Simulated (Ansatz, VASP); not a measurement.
AgCl: VASP beside Ansatz

INCAR

```
PREC     = Accurate       # precision mode
ENCUT    = 520            # plane-wave cutoff, eV
EDIFF    = 1E-7           # SCF threshold, eV
ISMEAR   = -1             # smearing method
SIGMA    = 0.02           # smearing width, eV
LREAL    = False          # projectors in reciprocal space
LASPH    = True           # aspherical terms in the spheres
NELM     = 60             # most SCF steps
ALGO     = Normal         # electronic algorithm
ISIF     = 2              # what is computed and relaxed
LWAVE    = False          # write WAVECAR
LCHARG   = True           # write CHGCAR
GGA      = CA             # functional
LELF     = True           # ELF
LVHAR    = True         
NBANDS   = 16             # bands
```

KPOINTS

```
Automatic mesh
0
Gamma
  8 8 8
```

POSCAR

```
AgCl
1.0
    0.0000000000      2.7545376942      2.7545376942
    2.7545376942      0.0000000000      2.7545376942
    2.7545376942      2.7545376942      0.0000000000
Ag Cl
1 1
Direct
    0.5000000000      0.5000000000      0.5000000000
    0.0000000000      0.0000000000      0.0000000000
```

Input for Ansatz:

```yaml
crystal:
  lattice:
    - [0.0, 2.7545376942, 2.7545376942]
    - [2.7545376942, 0.0, 2.7545376942]
    - [2.7545376942, 2.7545376942, 0.0]
  atoms:
    - { symbol: Ag, position: [0.5, 0.5, 0.5] }
    - { symbol: Cl, position: [0.0, 0.0, 0.0] }
kpoints:
  mp_grid: { grid: [8, 8, 8] }
  band_path:
    path:
      - [0.0, 0.0, 0.0]
      - [0.5, 0.0, 0.5]
      - [0.625, 0.25, 0.625]
      - [0.375, 0.375, 0.75]
      - [0.0, 0.0, 0.0]
      - [0.5, 0.5, 0.5]
      - [0.5, 0.25, 0.75]
      - [0.5, 0.0, 0.5]
    npoints: 5
scf:
  occupations: { method: fermi_dirac, width: 0.02 }
hamiltonian:
  xc: lda
  pseudopotentials: { kind: all_electron, lapw: { basis_error: 0.0005 } }
output:
  forces: true
  stress: true
  eigenvalues: true
```

Change from the starting cell: volume scaled by 0.98.

Alike in both runs: task single point; functional LDA; k mesh 8 × 8 × 8; occupations fermi-dirac, width 0.02 eV; no spin polarisation.

```csv
,VASP,Ansatz
version,VASP 6.6.1,Ansatz 0.2.0
potentials or method,"VASP PAW LDA potentials, release 64 (Ag, Cl), cutoff 520 eV","all-electron LAPW, scalar-relativistic"
```

|  | VASP | Ansatz | Ansatz less VASP |
| --- | --- | --- | --- |
| pressure (GPa) | -4.7 | -4.7 | 0.00 |

LDA's correlation is that of Perdew and Zunger in VASP and of Perdew and Wang (1992) in Ansatz. Ansatz ran all-electron here, and VASP with PAW potentials.
